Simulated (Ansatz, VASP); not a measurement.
## Ta: VASP beside Ansatz

Contents of POSCAR:

```
Ta
1.0
    2.8526751628      0.0000000000      0.0000000000
   -1.4263375814      2.4704891597      0.0000000000
    0.0000000000      0.0000000000      9.6984084780
Ta
4
Direct
    0.0000000000      0.0000000000      0.0000000000
    0.0000000000      0.0000000000      0.5000000000
    0.3333333333      0.6666666667      0.2500000000
    0.6666666667      0.3333333333      0.7500000000
```

File INCAR.step1:

```
ALGO = Normal ; EDIFF = 1E-4
ENCUT = 520 ; GGA = PE
ISMEAR = -1 ; LASPH = True
LCHARG = False ; LREAL = False
LWAVE = True ; NBANDS = 30
NELM = 60 ; PREC = Accurate
SIGMA = 0.1
```

Contents of INCAR.step2:

```
ALGO = Normal ; EDIFF = 1E-6
ENCUT = 520 ; ISIF = 2
ISMEAR = -1 ; ISTART = 1
LASPH = True ; LCHARG = False
LMIXTAU = True ; LREAL = False
LWAVE = False ; METAGGA = R2SCAN
NBANDS = 30 ; NELM = 60
PREC = Accurate ; SIGMA = 0.1
```

The input KPOINTS:

```
k-points
0
Gamma
  14 14 4
```

Input for Ansatz:

```yaml
crystal:
  lattice:
    - [2.8526751628, 0.0, 0.0]
    - [-1.4263375814, 2.4704891597, 0.0]
    - [0.0, 0.0, 9.698408478]
  atoms:
    - { symbol: Ta, position: [0.0, 0.0, 0.0] }
    - { symbol: Ta, position: [0.0, 0.0, 0.5] }
    - { symbol: Ta, position: [0.3333333333, 0.6666666667, 0.25] }
    - { symbol: Ta, position: [0.6666666667, 0.3333333333, 0.75] }
hamiltonian:
  xc: r2scan
  pseudopotentials:
    kind: paw
    azcp:
      Ta: "pseudopotentials/Ta.paw.azcp"
basis:
  ecutwfc: 500
  fft_grid_basis: typed
kpoints:
  mp_grid: { grid: [14, 14, 4], shift: [0, 0, 0] }
magnetization:
  spin_polarized: false
scf:
  occupations: { method: fermi_dirac, width: 0.1 }
  lower_state_search: "off"
output:
  stress: true
```

Alike in both runs: task single point; functional r2SCAN; k mesh 14 × 14 × 4; occupations fermi-dirac, width 0.1 eV; no spin polarisation.

|  | VASP | Ansatz |
| --- | --- | --- |
| version | VASP 6.6.1 | Ansatz 0.2.0 |
| potentials or method | VASP PAW PBE potentials, release 64 (Ta_pv), cutoff 520 eV | plane waves (500 eV) with PAW, scalar-relativistic |
| valence electrons in the cell | 44 | 52 |

|  | VASP | Ansatz | Ansatz less VASP |
| --- | --- | --- | --- |
| pressure (GPa) | 20.1 | 19.3 | -0.78 |
| traceless stress, the component that is largest in VASP (GPa) | 0.39 | 0.40 | +0.012 |

VASP's potentials were made for PBE, not for r2SCAN. VASP's potentials hold 44 valence electrons a cell and Ansatz's 52, so a difference there can come from the potentials and not from the codes.

Neither program's run includes spin-orbit coupling.
